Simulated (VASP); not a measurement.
**AlN: single point with r2SCAN**

Crystal: AlN.

```
Al N
1.0
     0.00000    2.18399    2.18399
     2.18399    0.00000    2.18399
     2.18399    2.18399    0.00000
Al N
1 1
Direct
  0.97572 0.02428 0.00000
  0.75000 0.75000 0.75000
```

This cell differs from its parent crystal: all Al atoms moved +0.075 Å, as atom 1 along Cartesian [1 -1 0].

- Program: VASP 6.6.1
- Task: single point
- Functional: r2SCAN
- Potentials or basis: VASP PAW PBE potentials, release 64 (Al, N)
- Cutoff: 520 eV
- k mesh: 10 × 10 × 10
- Occupations: gaussian, width 0.05 eV
- Spin: no spin polarisation

| Item | Value |
| --- | --- |
| Pressure | 0.6 GPa |
| Largest force | 1.162 eV/Å |
| Band gap on the k mesh | 3.73 eV (least direct gap 4.68 eV) |

Forces on the atoms (eV/Å):
```
Al  -0.812  0.812 -0.176
N    0.812 -0.812  0.176
```

Stress tensor (GPa, compression positive):
```
 0.41 -0.85  3.68
-0.85  0.41 -3.68
 3.68 -3.68  0.97
```

Levels at points of the mesh, in eV from the valence-band top:
| k point | band 2 | band 3 | band 4 | band 5 | band 6 | band 7 |
| --- | --- | --- | --- | --- | --- | --- |
| (0.00, 0.00, 0.00) | -0.41 | -0.20 | 0.00 | 4.68 | 13.30 | 13.32 |
| (0.50, 0.00, 0.00) | -6.01 | -0.87 | -0.70 | 8.06 | 10.68 | 11.65 |
| (0.00, 0.50, 0.00) | -6.18 | -0.68 | -0.51 | 7.93 | 10.54 | 11.73 |
| (0.00, 0.00, 0.50) | -6.10 | -0.83 | -0.54 | 7.99 | 10.60 | 11.65 |
| (0.50, 0.50, 0.00) | -5.16 | -2.00 | -1.99 | 3.73 | 9.24 | 14.96 |
| (0.00, 0.50, 0.50) | -5.15 | -2.11 | -1.90 | 3.74 | 9.26 | 14.96 |

Wall time 3.7 min on 1 thread of Intel Xeon 8259CL, with other jobs on the host, peak memory 0.18 GiB.

Caveat: the cell differs from its parent crystal (all Al atoms moved +0.075 Å, as atom 1 along Cartesian [1 -1 0]); the PAW data sets were made with another functional, which shifts forces and pressure a little. A k mesh can miss the band edges.
